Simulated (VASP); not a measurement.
# BaTiO3 (R3m) in VASP: single point with r2SCAN

Aim: the single point of BaTiO3 with r2SCAN.

All numbers are computed with VASP 6.6.1; they aren't measurements. Logs are shortened: lines on timing, memory, paths and dates and some standing lists are left out, and cuts for length are marked.

## 1. The cell of the first run

It takes space group R3m (No. 160, trigonal). The conventional cell has a = 5.718 Å, b = 5.718 Å, c = 7.041 Å, α = 90.00°, β = 90.00°, γ = 120.00°. Ba (site symmetry 3m) has 12 O at 2.79 to 2.96 Å and 8 Ti at 3.42 to 3.62 Å within 3.7 Å. Ti (site symmetry 3m) has 6 O at 1.87 to 2.20 Å within 2.5 Å. Within 2.5 Å of O (site symmetry m) lie 2 Ti at 1.87 to 2.20 Å.

## 2. Single point, r2SCAN

POSCAR reads:

```
BaTiO3
1.0
    2.8590452409      1.6506705395      2.3470111300
   -2.8590452409      1.6506705395      2.3470111300
    0.0000000000     -3.3013410789      2.3470111300
Ba Ti O
1 1 3
Direct
   -0.0044129179     -0.0044129179     -0.0044129179
    0.4809767047      0.4809767047      0.4809767047
    0.5103054389      0.5103054389      0.0220253353
    0.0220253353      0.5103054389      0.5103054389
    0.5103054389      0.0220253353      0.5103054389
```

INCAR.step1 reads:

```
PREC = Accurate ; ENCUT = 520
ISMEAR = -1 ; SIGMA = 0.02
LREAL = F ; LASPH = T
NELM = 60 ; NBANDS = 28
GGA = PE ; ALGO = Normal
EDIFF = 1E-4 ; LWAVE = T
LCHARG = F
```

INCAR.step2 reads:

```
PREC = Accurate ; ENCUT = 520
EDIFF = 1E-7 ; ISMEAR = -1
SIGMA = 0.02 ; LREAL = F
LASPH = T ; NELM = 60
ALGO = Normal ; ISIF = 2
LWAVE = F ; LCHARG = F
METAGGA = R2SCAN ; LMIXTAU = T
NBANDS = 28 ; ISTART = 1
```

KPOINTS reads:

```
Automatic mesh
0
Gamma
  8 8 8
```

Potentials or basis: VASP PAW PBE potentials, release 64 (Ba_sv, Ti_sv, O).

Run with:

```
> cat potpaw_PBE.64/Ba_sv/POTCAR potpaw_PBE.64/Ti_sv/POTCAR potpaw_PBE.64/O/POTCAR > POTCAR
> cp INCAR.step1 INCAR
> mpirun -np 1 vasp_std > vasp.out
> cp INCAR.step2 INCAR
> mpirun -np 1 vasp_std > vasp.out
```

OUTCAR:

```text
PREC = Accurate
   ENCUT = 520
   EDIFF = 1E-7
   ISMEAR = -1
   LREAL = F
   LASPH = T
   NELM = 60
   ISIF = 2
   METAGGA = R2SCAN
   ISTART = 1

 ion  position               nearest neighbor table
   1  0.996  0.996  0.996-   4 2.79   5 2.79   3 2.79   3 2.86   3 2.86   5 2.86   4 2.86   4 2.86
                             5 2.86   4 2.96   5 2.96   3 2.96   2 3.42   2 3.47   2 3.47   2 3.47
   2  0.481  0.481  0.481-   3 1.87   4 1.87   5 1.87   3 2.20   4 2.20   5 2.20   1 3.42   1 3.47
                             1 3.47   1 3.47   1 3.54   1 3.54   1 3.54   1 3.62
   3  0.510  0.510  0.022-   2 1.87   2 2.20   1 2.79   1 2.86   1 2.86   1 2.96
   4  0.022  0.510  0.510-   2 1.87   2 2.20   1 2.79   1 2.86   1 2.86   1 2.96
   5  0.510  0.022  0.510-   2 1.87   2 2.20   1 2.79   1 2.86   1 2.86   1 2.96

  LATTYP: Found a trigonal (rhomboedric) cell.
 ALAT       =     4.0505942976
 COS(alpha) =     0.0035980773

  Lattice vectors:

 A1 = (   2.8590452409,   1.6506705395,   2.3470111300)
 A2 = (  -2.8590452409,   1.6506705395,   2.3470111300)
 A3 = (   0.0000000000,  -3.3013410789,   2.3470111300)

Analysis of symmetry for initial positions (statically):
=====================================================================
 Subroutine PRICEL returns:
 Original cell was already a primitive cell.

 Routine SETGRP: Setting up the symmetry group for a
 trigonal (rhombohedral) supercell.

 Subroutine GETGRP returns: Found  6 space group operations
 (whereof  6 operations were pure point group operations)
 out of a pool of 12 trial point group operations.

The static configuration has the point symmetry C_3v.

Analysis of symmetry for dynamics (positions and initial velocities):
=====================================================================
 Subroutine PRICEL returns:
 Original cell was already a primitive cell.

 Routine SETGRP: Setting up the symmetry group for a
 trigonal (rhombohedral) supercell.

 Subroutine GETGRP returns: Found  6 space group operations
 (whereof  6 operations were pure point group operations)
 out of a pool of 12 trial point group operations.

The dynamic configuration has the point symmetry C_3v.

 Subroutine INISYM returns: Found  6 space group operations
 (whereof  6 operations are pure point group operations),
 and found     1 'primitive' translations

----------------------------------------------------------------------------------------

[... 98 lines left out ...]
   EDIFF  = 0.1E-06   stopping-criterion for ELM
   LREAL  =      F    real-space projection
   EDIFFG = 0.1E-05   stopping-criterion for IOM
   NSW    =      0    number of steps for IOM
   IBRION =     -1    ionic relax: 0-MD 1-quasi-New 2-CG
   NFREE  =      0    steps in history (QN), initial steepest desc. (CG)
   ISIF   =      2    stress and relaxation
   ISYM   =      2    0-nonsym 1-usesym 2-fastsym
   POTIM  = 0.5000    time-step for ionic-motion
   TEBEG  =    0.0;   TEEND  =   0.0 temperature during run
   PSTRESS=    0.0 pullay stress
   NELECT =      40.0000    total number of electrons
   NUPDOWN=      -1.0000    fix difference up-down
   EMIN   =  10.00;   EMAX   =-10.00  energy-range for DOS
   EFERMI =   0.00;   METHOD = LEGACY
   ISMEAR =    -1;   SIGMA  =   0.02  broadening in eV -4-tet -1-fermi 0-gaus
   EFERMI_NEDOS =   21; number of points for ismear=-14 and -15
   IALGO  =     38    algorithm
   IMIX   =      4    mixing-type and parameters
     AMIX     =   0.40;   BMIX     =  1.00
     AMIX_MAG =   1.60;   BMIX_MAG =  1.00
  volume/ion in A,a.u.               =      13.29        89.70
  Fermi-wavevector in a.u.,A,eV,Ry     =   1.382225  2.612027 25.994573  1.910547
  Thomas-Fermi vector in A             =   2.506937
   LORBIT       =      0    0 simple, 1 ext, 2 COOP (PROOUT), +10 PAW based schemes
   METAGGA = R2SCAN    functional components
   LHFCALC =     F    Hartree Fock is set to
   AEXX    =    0.0000 exact exchange contribution
   IVDW    =     0    specifies the selected vdW correction
   LEPSILON=     F    determine dielectric tensor
   LRPA    =     F    only Hartree local field effects (RPA)
 non-spin polarized calculation
  energy-cutoff  :      520.00
  volume of cell :       66.46
 maximum number of plane-waves:      1812
   NGX = 15   NGY = 15   NGZ = 15

 number of electron      40.0000025 magnetization

 Free energy of the ion-electron system (eV)
  ---------------------------------------------------
  ext. energy  EPLUGINS =         0.00000000
  ---------------------------------------------------
  free energy    TOTEN  =       -74.26955899 eV

  energy without entropy =      -74.26955899  energy(sigma->0) =      -74.26955899

 E-fermi :   3.7776     XC(G=0): -11.6878

 val. band max:        3.1752970972   @ k =   0.5000   0.5000   0.5000
 cond. band min:       6.1390448299   @ k =   0.0000   0.0000   0.0000
 fundamental gap:      2.9637477327
 Fermi energy:         3.7776083523

 k-point     1 :       0.0000    0.0000    0.0000
  band No.  band energies     occupation
      1     -55.3198      2.00000
      2     -30.5233      2.00000
      3     -30.5230      2.00000
      4     -30.5230      2.00000
      5     -22.3679      2.00000
      6     -14.5190      2.00000
[... 733 lines left out ...]
     27      11.2231      0.00000
     28      12.3750      0.00000

 [... further k-points ...]

------------------------ aborting loop because EDIFF is reached ----------------------------------------

  FORCE on cell =-STRESS in cart. coord.  units (eV):
  Direction    XX          YY          ZZ          XY          YZ          ZX
  --------------------------------------------------------------------------------------
  -------------------------------------------------------------------------------------
  Total       -0.1913766     -0.1913766     -0.0971665     -0.0000000     -0.0000000     -0.0000000
  in kB       -4.6137238     -4.6137238     -2.3424986     -0.0000000     -0.0000000     -0.0000000
  external PRESSURE =      -3.8566487 kB  Pullay stress =       0.0000000 kB

 VOLUME and BASIS-vectors are now :
 -----------------------------------------------------------------------------
  energy-cutoff  :      520.00
  volume of cell :       66.46
      direct lattice vectors                 reciprocal lattice vectors
     2.859045241  1.650670540  2.347011130     0.174883557  0.100969068  0.142024607
    -2.859045241  1.650670540  2.347011130    -0.174883557  0.100969068  0.142024607
     0.000000000 -3.301341079  2.347011130     0.000000000 -0.201938137  0.142024607

 POSITION                                       TOTAL-FORCE (eV/Angst)
 -----------------------------------------------------------------------------------
      0.00000      0.00000      7.00996         0.000000      0.000000      0.031959
      0.00000      0.00000      3.38657         0.000000      0.000000      0.179029
      0.00000      1.61198      2.44708         0.000000      0.078907     -0.070329
     -1.39601     -0.80599      2.44708        -0.068335     -0.039453     -0.070329
      1.39601     -0.80599      2.44708         0.068335     -0.039453     -0.070329
 -----------------------------------------------------------------------------------
    total drift:                                0.000000      0.000004     -0.007915

  FREE ENERGIE OF THE ION-ELECTRON SYSTEM (eV)
  ---------------------------------------------------
  free  energy   TOTEN  =       -74.2695589861 eV

  energy  without entropy=      -74.2695589861  energy(sigma->0) =      -74.26955899
```

Wall time 13 min (1 thread of Intel Xeon 8259CL, shared host); peak memory 0.26 GiB.

What came out:

```yaml
Free_energy: -74.2696 eV
Pressure: -0.4 GPa
Largest_force: 0.179 eV/Å
Band_gap_on_the_k_mesh: 2.96 eV (least direct gap 3.47 eV)
```

Forces on the atoms (eV/Å):
```
Ba   0.000  0.000  0.032
Ti   0.000  0.000  0.179
O    0.000  0.079 -0.070
O   -0.068 -0.039 -0.070
O    0.068 -0.039 -0.070
```

Caveat: the PAW data sets were made with another functional, which shifts forces and pressure a little; spin-orbit coupling is left out, which moves the levels of the heavy elements. A k mesh can miss the band edges.
